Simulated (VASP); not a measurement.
# AlN (P6_3mc) in VASP: further runs, part 2 of 2

VASP 6.6.1. Earlier steps stand in the parts before.

## Step 4: Relaxation of cell and atoms, PBEsol

This run uses another cell than the first one, of 10.45 Å³/atom, 1.024 times its volume.

Contents of INCAR:

```
PREC = Accurate
ENCUT = 600
EDIFF = 1E-6
ISMEAR = -1
SIGMA = 0.05
LREAL = False
LASPH = True
NELM = 80
ALGO = Normal
ISIF = 3
LWAVE = False
LCHARG = False
GGA = PS
IBRION = 2
NSW = 80
EDIFFG = -0.02
```

Contents of KPOINTS:

```
regular mesh
0
Gamma
  10 10 6
```

Contents of POSCAR:

```
AlN
1.0
    3.1130000000      0.0000000000      0.0000000000
   -1.5565000000      2.6959370820      0.0000000000
    0.0000000000      0.0000000000      4.9810000000
Al N
2 2
Direct
    0.6666666667      0.3333333333      0.5000000000
    0.3333333333      0.6666666667      0.0000000000
    0.6666666667      0.3333333333      0.8800000000
    0.3333333333      0.6666666667      0.3800000000
```

Potentials or basis: VASP PAW PBE potentials, release 64 (Al, N).

The run is started by

```bash
$ cat potpaw_PBE.64/Al/POTCAR potpaw_PBE.64/N/POTCAR > POTCAR
$ mpirun -np 1 vasp_std > vasp.out
```

OUTCAR:

```text
PREC = Accurate
   ENCUT = 600
   EDIFF = 1E-6
   ISMEAR = -1
   LREAL = False
   LASPH = True
   NELM = 80
   ISIF = 3
   GGA = PS
   IBRION = 2
   NSW = 80
   EDIFFG = -0.02

 ion  position               nearest neighbor table
   1  0.667  0.333  0.500-   3 1.89   4 1.89   4 1.89   4 1.89   2 3.07   2 3.07   2 3.07   2 3.07
                             2 3.07   2 3.07
   2  0.333  0.667  0.000-   4 1.89   3 1.89   3 1.89   3 1.89   1 3.07   1 3.07   1 3.07   1 3.07
                             1 3.07   1 3.07
   3  0.667  0.333  0.880-   1 1.89   2 1.89   2 1.89   2 1.89
   4  0.333  0.667  0.380-   2 1.89   1 1.89   1 1.89   1 1.89

  LATTYP: Found a hexagonal cell.
 ALAT       =     3.1130000000
 C/A-ratio  =     1.6000642467

  Lattice vectors:

 A1 = (   3.1130000000,   0.0000000000,   0.0000000000)
[... 280 lines left out ...]
      2      -6.9356      2.00000
      3      -0.0056      2.00000
      4       5.1928      2.00000
      5       5.1928      2.00000
      6       5.8409      2.00000
      7       5.8409      2.00000
      8       6.0407      2.00000
      9      10.1743      0.00000
     10      12.6309      0.00000
     11      16.5380      0.00000
     12      17.1045      0.00000
[... 331 lines left out ...]
 k-point    24 :       0.4000    0.1000    0.1667
  band No.  band energies     occupation
      1      -7.0923      2.00000
      2      -6.4210      2.00000
      3       0.5932      2.00000
      4       1.6153      2.00000
      5       2.9529      2.00000
      6       3.7445      2.00000
      7       4.6177      2.00000
      8       4.9548      2.00000
      9      11.4541      0.00000
     10      12.3783      0.00000
     11      14.7946      0.00000
     12      15.7144      0.00000

 [... further k-points ...]

------------------------ aborting loop because EDIFF is reached ----------------------------------------

  FORCE on cell =-STRESS in cart. coord.  units (eV):
  Direction    XX          YY          ZZ          XY          YZ          ZX
  --------------------------------------------------------------------------------------
  -------------------------------------------------------------------------------------
  Total        0.0523499      0.0523499     -0.0694460      0.0000000      0.0000000      0.0000000
  in kB        2.0060221      2.0060221     -2.6611390      0.0000000      0.0000000      0.0000000
  external PRESSURE =       0.4503018 kB  Pullay stress =       0.0000000 kB
[... 19 lines left out ...]
  FREE ENERGIE OF THE ION-ELECTRON SYSTEM (eV)
  ---------------------------------------------------
  free  energy   TOTEN  =       -31.3155449031 eV

  energy  without entropy=      -31.3155449031  energy(sigma->0) =      -31.31554490

 reached required accuracy - stopping structural energy minimisation
```

It took 25 s on 1 thread of Intel Xeon 6975P-C (Granite Rapids), shared host; peak memory 0.18 GiB.

Results:

```yaml
Free_energy: -31.3155 eV
Relaxed_volume: 10.45 Å³/atom
Relaxed_cell: a = 3.111 Å, b = 3.111 Å, c = 4.990 Å, α = 90.00°, β = 90.00°, γ = 120.00°
Space_group_after_relaxing_to_0.05_Å: P6_3mc (No. 186)
Energy_gained_by_relaxing: 0.3 meV/atom
Ionic_steps: 3
Pressure_after_relaxing: 0.0 GPa
Largest_force_after_relaxing: 0.014 eV/Å
Band_gap_on_the_k_mesh: 4.13 eV, direct
```

Forces on the atoms (eV/Å):
```
Al   0.000  0.000 -0.014
Al   0.000  0.000 -0.014
N    0.000  0.000  0.014
N    0.000  0.000  0.014
```

The path:
| step | energy change (eV) | largest force (eV/Å) | pressure (GPa) | volume (Å³) |
| --- | --- | --- | --- | --- |
| 1 | 0.0000 | 0.1321 | 0.04 | 41.80 |
| 2 | -0.0003 | 0.0871 | 0.02 | 41.82 |
| 3 | -0.0012 | 0.0143 | 0.05 | 41.81 |

Final structure:
```cif
data_structure
_symmetry_space_group_name_H-M 'P 1'
_symmetry_Int_Tables_number 1
_cell_length_a 3.1106
_cell_length_b 3.1106
_cell_length_c 4.9896
_cell_angle_alpha 90.000
_cell_angle_beta 90.000
_cell_angle_gamma 120.000
_cell_volume 41.81
loop_
_atom_site_label
_atom_site_type_symbol
_atom_site_fract_x
_atom_site_fract_y
_atom_site_fract_z
_atom_site_occupancy
Al1 Al 0.66667 0.33333 0.49933 1
Al2 Al 0.33333 0.66667 0.99933 1
N1 N 0.66667 0.33333 0.88067 1
N2 N 0.33333 0.66667 0.38067 1
```

Levels at points of the mesh, in eV from the valence-band top:
```tsv
k point	band 5	band 6	band 7	band 8	band 9	band 10	band 11	band 12
(0.00, 0.00, 0.00)	-0.85	-0.20	-0.20	0.00	4.13	6.59	10.50	11.06
(0.50, 0.00, 0.00)	-3.37	-2.09	-1.80	-0.68	5.67	5.70	8.09	10.17
(0.00, 0.00, 0.50)	-0.53	-0.53	-0.53	-0.53	6.39	6.39	10.21	10.21
(0.50, 0.00, 0.50)	-1.46	-1.46	-1.37	-1.37	5.18	5.18	9.14	9.14
```

Caveat: the PAW data sets were made with another functional, which shifts forces and pressure a little. A k mesh can miss the band edges.

## Step 5: Relaxation of cell and atoms, PBEsol, target pressure 5 GPa, at which the enthalpy is minimised

This run uses another cell than the first one, of 10.45 Å³/atom, 1.024 times its volume.

Contents of INCAR:

```
  PREC = Accurate
  ENCUT = 600
  EDIFF = 1E-6
  ISMEAR = -1
  SIGMA = 0.05
  LREAL = F
  LASPH = T
  NELM = 60
  ALGO = Normal
  ISIF = 3
  LWAVE = F
  LCHARG = F
  GGA = PS
  IBRION = 2
  NSW = 80
  EDIFFG = -0.02
  PSTRESS = 50.0
```

Contents of KPOINTS:

```
Automatic mesh
0
Gamma
  10 10 6
```

POSCAR is that of step 4.

The run is started by

```bash
$ cat potpaw_PBE.64/Al/POTCAR potpaw_PBE.64/N/POTCAR > POTCAR
$ mpirun -np 1 vasp_std > vasp.out
```

It took 34 s on 1 thread of Intel Xeon 6975P-C (Granite Rapids), shared host; peak memory 0.19 GiB.

Results (log left out):

* Free energy: -31.3003 eV
* Relaxed volume: 10.21 Å³/atom
* Relaxed cell: a = 3.088 Å, b = 3.088 Å, c = 4.944 Å, α = 90.00°, β = 90.00°, γ = 120.00°
* Space group after relaxing (to 0.05 Å): P6_3mc (No. 186)
* Energy change on relaxing (the enthalpy is what falls): +3.5 meV/atom
* Ionic steps: 5
* Pressure after relaxing: 5.1 GPa
* Largest force after relaxing: 0.016 eV/Å
* Band gap on the k mesh: 4.33 eV, direct

Forces in eV/Å, atoms in the order of the input:
```
Al   0.000  0.000 -0.016
Al   0.000  0.000 -0.016
N    0.000  0.000  0.016
N    0.000  0.000  0.016
```

Stress tensor (GPa, compression positive):
```
5.21 0.00 0.00
0.00 5.21 0.00
0.00 0.00 4.84
```

The path:
```csv
step,energy change (eV),largest force (eV/Å),pressure (GPa),volume (Å³)
1,0.0000,0.1321,0.04,41.80
2,0.0617,0.0856,10.61,39.88
3,0.0136,0.0320,4.99,40.85
4,0.0142,0.0302,5.09,40.83
5,0.0141,0.0164,5.09,40.82
```

Final structure:
```
Al N
1.0
     3.08797    0.00000    0.00000
    -1.54398    2.67426    0.00000
     0.00000    0.00000    4.94365
Al N
2 2
Direct
  0.66667 0.33333 0.49908
  0.33333 0.66667 0.99908
  0.66667 0.33333 0.88092
  0.33333 0.66667 0.38092
```

Levels at points of the mesh, in eV from the valence-band top:
```tsv
k point	band 4	band 5	band 6	band 7	band 8	band 9	band 10	band 11	band 12
(0.00, 0.00, 0.00)	-0.88	-0.88	-0.23	-0.23	0.00	4.33	6.77	10.69	11.20
(0.50, 0.00, 0.00)	-4.26	-3.43	-2.14	-1.84	-0.71	5.72	5.75	8.29	10.33
(0.00, 0.00, 0.50)	-3.40	-0.56	-0.56	-0.56	-0.56	6.58	6.58	10.40	10.40
(0.50, 0.00, 0.50)	-5.75	-1.50	-1.50	-1.40	-1.40	5.26	5.26	9.27	9.27
```

Caveat: the cell is relaxed towards a set pressure, so the enthalpy falls and the energy may rise; the PAW data sets were made with another functional, which shifts forces and pressure a little.

## Step 6: Summary

| task | cell | cutoff (eV) | gap on the mesh (eV) | pressure (GPa) | largest force (eV/Å) |
| --- | --- | --- | --- | --- | --- |
| single point | a = 3.090, b = 3.090, c = 4.937 Å, angles 90.0, 90.0, 120.0°, 4 atoms | 520 | 4.31 | 5.1 | - |
| single point | a = 3.113, b = 3.113, c = 4.983 Å, angles 90.0, 90.0, 120.0°, 4 atoms | 520 | 4.12 | 0.1 | - |
| relaxation of cell and atoms | relaxed from a = 3.113, b = 3.113, c = 4.981 Å, angles 90.0, 90.0, 120.0°, 4 atoms | 600 | 4.13 | 0.0 | 0.01 |
| relaxation of cell and atoms | relaxed to 5 GPa from a = 3.113, b = 3.113, c = 4.981 Å, angles 90.0, 90.0, 120.0°, 4 atoms | 600 | 4.33 | 5.1 | 0.02 |

Alike in all rows: level PBEsol; potentials or basis VASP PAW PBE potentials, release 64 (Al, N); no spin polarisation; k mesh 10 × 10 × 6; smearing fermi-dirac 0.05 eV.

Caveats: the PAW data sets were made with another functional, which shifts forces and pressure a little; the cell is relaxed towards a set pressure, so the enthalpy falls and the energy may rise (some runs).

Total energies depend on the potentials used, so only differences within one code and one set of settings carry meaning.

## Step 7: Against experiment

Step 3. A measured gap of AlN is 6.0343 eV (an exciton energy, a little under the gap; 0 K; quoted in “Structural and optical properties of self-assembled AlN nanowires grown on SiO2/Si substrates by molecular beam epitaxy”, 2024, arxiv:2402.00216); the calculated 4.12 eV misses it by -1.92 eV. 2 values of this kind are on record (6.034 to 6.0343 eV); this one was drawn at random. The value is that of PBEsol on a finite k mesh, which can miss the band edges, without temperature or zero-point motion. Semilocal functionals fall short of measured gaps as a rule.
